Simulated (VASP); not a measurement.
# Mo (Im-3m) in VASP: a series of runs

The runs below take Mo through relaxation of cell and atoms, with PBEsol.

All numbers are computed with VASP 6.6.1; they aren't measurements. Logs are shortened: lines on timing, memory, paths and dates and some standing lists are left out, and cuts for length are marked.

**1. The cell of the first run**

Symmetry: Im-3m, No. 229, cubic system. Conventional cell: a = 3.131 Å, b = 3.131 Å, c = 3.131 Å, α = 90.00°, β = 90.00°, γ = 90.00°. Mo (site symmetry m-3m) has 14 Mo at 2.71 to 3.13 Å within 3.6 Å.

**2. Relaxation of cell and atoms, PBEsol**

INCAR

```
  PREC = Accurate
  ENCUT = 600
  EDIFF = 1E-6
  ISMEAR = -1
  SIGMA = 0.1
  LREAL = False
  LASPH = True
  NELM = 80
  ALGO = Normal
  ISIF = 3
  LWAVE = False
  LCHARG = False
  GGA = PS
  IBRION = 2
  NSW = 80
  EDIFFG = -0.03
```

KPOINTS

```
Automatic mesh
0
Gamma
  7 7 7
```

POSCAR

```
Mo
1.0
    3.1308666978      0.0000000000      0.0000000000
    0.0000000000      3.1308666978      0.0000000000
    0.0000000000      0.0000000000      3.1308666978
Mo
2
Direct
    0.0000000000      0.0000000000      0.0000000000
    0.5000000000      0.5000000000      0.5000000000
```

Potentials or basis: VASP PAW PBE potentials, release 64 (Mo_sv).

The run is started by

```console
$ cat potpaw_PBE.64/Mo_sv/POTCAR > POTCAR
$ mpirun -np 1 vasp_std > vasp.out
```

OUTCAR:

```text
PREC = Accurate
   ENCUT = 600
   EDIFF = 1E-6
   ISMEAR = -1
   LREAL = False
   LASPH = True
   NELM = 80
   ISIF = 3
   GGA = PS
   IBRION = 2
   NSW = 80
   EDIFFG = -0.03

 ion  position               nearest neighbor table
   1  0.000  0.000  0.000-   2 2.71   2 2.71   2 2.71   2 2.71   2 2.71   2 2.71   2 2.71   2 2.71

   2  0.500  0.500  0.500-   1 2.71   1 2.71   1 2.71   1 2.71   1 2.71   1 2.71   1 2.71   1 2.71

  LATTYP: Found a simple cubic cell.
 ALAT       =     3.1308666978

  Lattice vectors:

 A1 = (   3.1308666978,   0.0000000000,   0.0000000000)
 A2 = (   0.0000000000,   3.1308666978,   0.0000000000)
 A3 = (   0.0000000000,   0.0000000000,   3.1308666978)

Analysis of symmetry for initial positions (statically):
=====================================================================
 Subroutine PRICEL returns following result:

  LATTYP: Found a body centered cubic cell.
 ALAT       =     3.1308666978

  Lattice vectors:

 A1 = (   1.5654333489,   1.5654333489,  -1.5654333489)
 A2 = (  -1.5654333489,   1.5654333489,   1.5654333489)
 A3 = (   1.5654333489,  -1.5654333489,   1.5654333489)

   2 primitive cells build up your supercell.

 Routine SETGRP: Setting up the symmetry group for a
 simple cubic supercell.

 Subroutine GETGRP returns: Found 48 space group operations
 (whereof 48 operations were pure point group operations)
 out of a pool of 48 trial point group operations.

The static configuration has the point symmetry O_h .

Analysis of symmetry for dynamics (positions and initial velocities):
=====================================================================
 Subroutine PRICEL returns following result:

  LATTYP: Found a body centered cubic cell.
 ALAT       =     3.1308666978

  Lattice vectors:

 A1 = (   1.5654333489,   1.5654333489,  -1.5654333489)
 A2 = (  -1.5654333489,   1.5654333489,   1.5654333489)
 A3 = (   1.5654333489,  -1.5654333489,   1.5654333489)

   2 primitive cells build up your supercell.

 Routine SETGRP: Setting up the symmetry group for a
 simple cubic supercell.

 Subroutine GETGRP returns: Found 48 space group operations
 (whereof 48 operations were pure point group operations)
 out of a pool of 48 trial point group operations.

The dynamic configuration has the point symmetry O_h .

 Subroutine INISYM returns: Found 48 space group operations
 (whereof 48 operations are pure point group operations),
 and found     2 'primitive' translations

----------------------------------------------------------------------------------------

                                     Primitive cell

  volume of cell :      15.3449

  direct lattice vectors                    reciprocal lattice vectors
     1.565433349  1.565433349 -1.565433349     0.319400376  0.319400376  0.000000000
    -1.565433349  1.565433349  1.565433349     0.000000000  0.319400376  0.319400376
     1.565433349 -1.565433349  1.565433349     0.319400376  0.000000000  0.319400376

  length of vectors
     2.711410096  2.711410096  2.711410096     0.451700343  0.451700343  0.451700343

  position of ions in fractional coordinates (direct lattice)
     0.000000000  0.000000000  0.000000000

  ion indices of the primitive-cell ions
   primitive index   ion index
                 1           1

----------------------------------------------------------------------------------------

 KPOINTS: Automatic mesh

Automatic generation of k-mesh.
 Grid dimensions read from file:
 generate k-points for:    7    7    7

 Generating k-lattice:

  Cartesian coordinates                     Fractional coordinates (reciprocal lattice)
     0.045628625  0.000000000  0.000000000     0.142857143  0.000000000  0.000000000
     0.000000000  0.045628625  0.000000000     0.000000000  0.142857143  0.000000000
     0.000000000  0.000000000  0.045628625     0.000000000  0.000000000  0.142857143

  Length of vectors
     0.045628625  0.045628625  0.045628625

  Shift w.r.t. Gamma in fractional coordinates (k-lattice)
     0.000000000  0.000000000  0.000000000

 Subroutine IBZKPT returns following result:
 ===========================================

 Found     20 irreducible k-points:

 Following reciprocal coordinates:
            Coordinates               Weight
  0.000000  0.000000  0.000000      1.000000
  0.142857  0.000000  0.000000      6.000000
  0.285714  0.000000  0.000000      6.000000
  0.428571  0.000000  0.000000      6.000000
  0.142857  0.142857  0.000000     12.000000
  0.285714  0.142857  0.000000     24.000000
[... 12 lines left out ...]
  0.428571  0.428571  0.285714     24.000000
  0.428571  0.428571  0.428571      8.000000
   k-points           NKPTS =     20   k-points in BZ     NKDIM =     20   number of bands    NBANDS=     18
   number of dos      NEDOS =    301   number of ions     NIONS =      2
   total plane-waves  NPLWV =  21952
   dimension x,y,z NGX =    28 NGY =   28 NGZ =   28
   dimension x,y,z NGXF=    56 NGYF=   56 NGZF=   56
   ions per type =               2
   NGX,Y,Z   is equivalent  to a cutoff of  14.87, 14.87, 14.87 a.u.
   NGXF,Y,Z  is equivalent  to a cutoff of  29.74, 29.74, 29.74 a.u.
 SYSTEM =  unknown system
   PREC   = accura    normal or accurate (medium, high low for compatibility)
   ISTART =      0    job   : 0-new  1-cont  2-samecut
   ICHARG =      2    charge: 1-file 2-atom 10-const
   ISPIN  =      1    spin polarized calculation?
   LNONCOLLINEAR =      F non collinear calculations
   LSORBIT =      F    spin-orbit coupling
   LASPH  =      T    aspherical Exc in radial PAW
   ENCUT  =  600.0 eV  44.10 Ry    6.64 a.u.   6.25  6.25  6.25*2*pi/ulx,y,z
   NELM   =     80;   NELMIN=  2; NELMDL= -5     # of ELM steps
   EDIFF  = 0.1E-05   stopping-criterion for ELM
   LREAL  =      F    real-space projection
   EDIFFG = -.3E-01   stopping-criterion for IOM
   NSW    =     80    number of steps for IOM
   IBRION =      2    ionic relax: 0-MD 1-quasi-New 2-CG
   NFREE  =      1    steps in history (QN), initial steepest desc. (CG)
   ISIF   =      3    stress and relaxation
   ISYM   =      2    0-nonsym 1-usesym 2-fastsym
   POTIM  = 0.5000    time-step for ionic-motion
   TEBEG  =    0.0;   TEEND  =   0.0 temperature during run
   PSTRESS=    0.0 pullay stress
   NELECT =      28.0000    total number of electrons
   NUPDOWN=      -1.0000    fix difference up-down
   EMIN   =  10.00;   EMAX   =-10.00  energy-range for DOS
   EFERMI =   0.00;   METHOD = LEGACY
   ISMEAR =    -1;   SIGMA  =   0.10  broadening in eV -4-tet -1-fermi 0-gaus
   EFERMI_NEDOS =   21; number of points for ismear=-14 and -15
   IALGO  =     38    algorithm
   IMIX   =      4    mixing-type and parameters
     AMIX     =   0.40;   BMIX     =  1.00
     AMIX_MAG =   1.60;   BMIX_MAG =  1.00
  volume/ion in A,a.u.               =      15.34       103.55
  Fermi-wavevector in a.u.,A,eV,Ry     =   1.587802  3.000510 34.301842  2.521114
  Thomas-Fermi vector in A             =   2.686903
   LORBIT       =      0    0 simple, 1 ext, 2 COOP (PROOUT), +10 PAW based schemes
   GGA     = PS    functional components
   LHFCALC =     F    Hartree Fock is set to
   AEXX    =    0.0000 exact exchange contribution
   IVDW    =     0    specifies the selected vdW correction
   LEPSILON=     F    determine dielectric tensor
   LRPA    =     F    only Hartree local field effects (RPA)
 conjugate gradient relaxation of ions
 non-spin polarized calculation
  energy-cutoff  :      600.00
  volume of cell :       30.69
 maximum number of plane-waves:      1032
 NGX is ok and might be reduce to    28
   NGX = 13   NGY = 13   NGZ = 13

--------------------------------------- Ionic step        1  -------------------------------------------

 number of electron      28.0000004 magnetization

 Free energy of the ion-electron system (eV)
  ---------------------------------------------------
  ext. energy  EPLUGINS =         0.00000000
  ---------------------------------------------------
  free energy    TOTEN  =       -23.54025530 eV

  energy without entropy =      -23.47159032  energy(sigma->0) =      -23.50592281

------------------------ aborting loop because EDIFF is reached ----------------------------------------

  FORCE on cell =-STRESS in cart. coord.  units (eV):
  Direction    XX          YY          ZZ          XY          YZ          ZX
  --------------------------------------------------------------------------------------
  -------------------------------------------------------------------------------------
  Total        0.0865245      0.0865245      0.0865245      0.0000000      0.0000000     -0.0000000
  in kB        4.5170590      4.5170590      4.5170590      0.0000000      0.0000000     -0.0000000
  external PRESSURE =       4.5170590 kB  Pullay stress =       0.0000000 kB

 VOLUME and BASIS-vectors are now :
 -----------------------------------------------------------------------------
  energy-cutoff  :      600.00
  volume of cell :       30.69
      direct lattice vectors                 reciprocal lattice vectors
     3.130866698  0.000000000  0.000000000     0.319400376  0.000000000  0.000000000
     0.000000000  3.130866698  0.000000000     0.000000000  0.319400376  0.000000000
     0.000000000  0.000000000  3.130866698     0.000000000  0.000000000  0.319400376
[... 37 lines left out ...]
 POSITION                                       TOTAL-FORCE (eV/Angst)
 -----------------------------------------------------------------------------------
      0.00000      3.13740      0.00000         0.000000     -0.000000      0.000000
      1.56870      1.56870      1.56870        -0.000000      0.000000     -0.000000
 -----------------------------------------------------------------------------------
    total drift:                                0.000000      0.000000      0.000000

  FREE ENERGIE OF THE ION-ELECTRON SYSTEM (eV)
  ---------------------------------------------------
  free  energy   TOTEN  =       -23.5397598646 eV

  energy  without entropy=      -23.4710967798  energy(sigma->0) =      -23.50542832

--------------------------------------- Ionic step        3  -------------------------------------------

 number of electron      28.0000005 magnetization

 Free energy of the ion-electron system (eV)
  ---------------------------------------------------
  ext. energy  EPLUGINS =         0.00000000
  ---------------------------------------------------
  free energy    TOTEN  =       -23.54032464 eV

  energy without entropy =      -23.47165807  energy(sigma->0) =      -23.50599136

 E-fermi :  12.7814     XC(G=0): -13.6233

 val. band max:       12.7406409670   @ k =   0.2857   0.1429   0.0000
 cond. band min:      12.7979966281   @ k =   0.4286   0.4286   0.1429
 fundamental gap:      0.0573556611
 Fermi energy:        12.7813996719

 k-point     1 :       0.0000    0.0000    0.0000
  band No.  band energies     occupation
      1     -48.4502      2.00000
      2     -47.9645      2.00000
      3     -22.7210      2.00000
      4     -22.7210      2.00000
      5     -22.7210      2.00000
      6     -21.6984      2.00000
[... 10 lines left out ...]
     17      16.8516      0.00000
     18      16.8516      0.00000
[... 419 lines left out ...]
 POSITION                                       TOTAL-FORCE (eV/Angst)
 -----------------------------------------------------------------------------------
      0.00000      0.00000      0.00000         0.000000     -0.000000      0.000000
      1.56628      1.56628      1.56628        -0.000000      0.000000     -0.000000
 -----------------------------------------------------------------------------------
    total drift:                               -0.000000      0.000000      0.000000

  FREE ENERGIE OF THE ION-ELECTRON SYSTEM (eV)
  ---------------------------------------------------
  free  energy   TOTEN  =       -23.5403246390 eV

  energy  without entropy=      -23.4716580726  energy(sigma->0) =      -23.50599136

 reached required accuracy - stopping structural energy minimisation
```

Run time: 33 s. Hardware: 1 thread of Intel Xeon Platinum 8259CL at 2.50GHz (Skylake/Cascade Lake), shared host; peak memory 0.16 GiB.

What came out:

* Free energy: -23.5403 eV
* Relaxed volume: 15.37 Å³/atom
* Relaxed cell: a = 3.133 Å, b = 3.133 Å, c = 3.133 Å, α = 90.00°, β = 90.00°, γ = 90.00°
* Space group after relaxing (to 0.05 Å): Im-3m (No. 229)
* Energy gained by relaxing: 0.0 meV/atom
* Ionic steps: 3
* Pressure after relaxing: 0.0 GPa
* Band gap on the k mesh: zero (band 14 reaches 13.66 eV, above the bottom of band 15 at 12.39 eV)

Final structure:
```xyz
2
Lattice="3.1326 0.0000 0.0000 0.0000 3.1326 0.0000 0.0000 0.0000 3.1326" Properties=species:S:1:pos:R:3 pbc="T T T"
Mo    0.0000    0.0000    0.0000
Mo    1.5663    1.5663    1.5663
```

Caveat: the PAW data sets were made with another functional, which shifts forces and pressure a little.

**3. Relaxation of cell and atoms, PBEsol**

This run uses another cell than the first one, of 15.63 Å³/atom, 1.018 times its volume.

INCAR

```
SYSTEM = Mo
PREC     = Accurate       ! precision mode
ENCUT    = 600            ! plane-wave cutoff, eV
EDIFF    = 1E-6           ! SCF threshold, eV
ISMEAR   = -1             ! smearing method
SIGMA    = 0.1            ! smearing width, eV
LREAL    = .FALSE.        ! projectors in reciprocal space
LASPH    = .TRUE.         ! aspherical terms in the spheres
NELM     = 80             ! most SCF steps
ALGO     = Normal         ! electronic algorithm
ISIF     = 3              ! what is computed and relaxed
LWAVE    = .FALSE.        ! write WAVECAR
LCHARG   = .FALSE.        ! write CHGCAR
GGA      = PS             ! functional
IBRION   = 2              ! ionic algorithm
NSW      = 80             ! ionic steps
EDIFFG   = -0.03          ! ionic threshold
```

KPOINTS

```
Automatic mesh
0
G
  7 7 7
  0 0 0
```

POSCAR

```
Mo
1.0
    3.1500000000      0.0000000000      0.0000000000
    0.0000000000      3.1500000000      0.0000000000
    0.0000000000      0.0000000000      3.1500000000
Mo
2
Direct
    0.0000000000      0.0000000000      0.0000000000
    0.5000000000      0.5000000000      0.5000000000
```

Potentials or basis: VASP PAW PBE potentials, release 64 (Mo_sv).

The run is started by

```console
$ cat potpaw_PBE.64/Mo_sv/POTCAR > POTCAR
$ mpirun -np 1 vasp_std > vasp.out
```

Run time: 31 s. Hardware: 1 thread of Intel Xeon Platinum 8259CL at 2.50GHz (Skylake/Cascade Lake), shared host; peak memory 0.16 GiB.

The run converged. Its results:

- Free energy: -23.5409 eV
- Relaxed volume: 15.37 Å³/atom
- Relaxed cell: a = 3.133 Å, b = 3.133 Å, c = 3.133 Å, α = 90.00°, β = 90.00°, γ = 90.00°
- Space group after relaxing (to 0.05 Å): Im-3m (No. 229)
- Energy gained by relaxing: 3.6 meV/atom
- Ionic steps: 3
- Pressure after relaxing: -0.1 GPa
- Band gap on the k mesh: zero (band 14 reaches 13.66 eV, above the bottom of band 15 at 12.38 eV)

The path:
| step | energy change (eV) | largest force (eV/Å) | pressure (GPa) | volume (Å³) |
| --- | --- | --- | --- | --- |
| 1 | 0.0000 | 0.0000 | -4.43 | 31.26 |
| 2 | 0.0519 | 0.0000 | 14.12 | 29.34 |
| 3 | -0.0072 | 0.0000 | -0.12 | 30.75 |

Final structure:
```
Mo
1.0
     3.13287    0.00000    0.00000
     0.00000    3.13287    0.00000
     0.00000    0.00000    3.13287
Mo
2
Direct
  0.00000 0.00000 0.00000
  0.50000 0.50000 0.50000
```

Levels at points of the mesh, in eV from the Fermi level:
```
           k point  band 11  band 12  band 13  band 14  band 15  band 16  band 17  band 18
(0.00, 0.00, 0.00)    -5.64    -1.44    -1.44    -1.44     1.64     1.64     4.07     4.07
```

Caveat: the PAW data sets were made with another functional, which shifts forces and pressure a little.
